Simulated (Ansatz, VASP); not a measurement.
**Mo in VASP and in Ansatz**

```xyz
8
Lattice="-3.1420 -3.1420 3.1420 -3.1420 3.1420 -3.1420 3.1420 -3.1420 -3.1420" Properties=species:S:1:pos:R:3 pbc="T T T"
Mo   -1.5710   -1.5710   -1.5710
Mo    0.0000    0.0000   -3.1420
Mo    0.0000   -3.1420    0.0000
Mo    1.5710   -1.5710   -1.5710
Mo   -3.1420    0.0000    0.0000
Mo   -1.5710    1.5710   -1.5710
Mo   -1.5710   -1.5710    1.5710
Mo    0.0000    0.0000    0.0000
```

Alike in both runs: task single point; functional PBEsol; k mesh 12 × 12 × 12; occupations gaussian, width 0.15 eV; no spin polarisation.

|  | VASP | Ansatz |
| --- | --- | --- |
| version | VASP 6.6.1 | Ansatz 0.2.0 |
| potentials or method | VASP PAW PBE potentials, release 64 (Mo_sv), cutoff 520 eV | scalar-relativistic, plane waves, PAW |
| valence electrons in the cell | 112 | 112 |

Ansatz gave:

| Item | Value |
| --- | --- |
| gap on the k mesh at the Fermi level (eV) | none |
| pressure (GPa) | -3.2 |

Question: Which values does VASP return?

Answer: gap on the k mesh at the Fermi level (eV): none; pressure (GPa): -2.7.

VASP's potentials were made for PBE, not for PBEsol. A gap of «none» marks a metal or a gap that the smearing closes. The functional is the same, so the differences come from potentials, cutoffs and numerics.
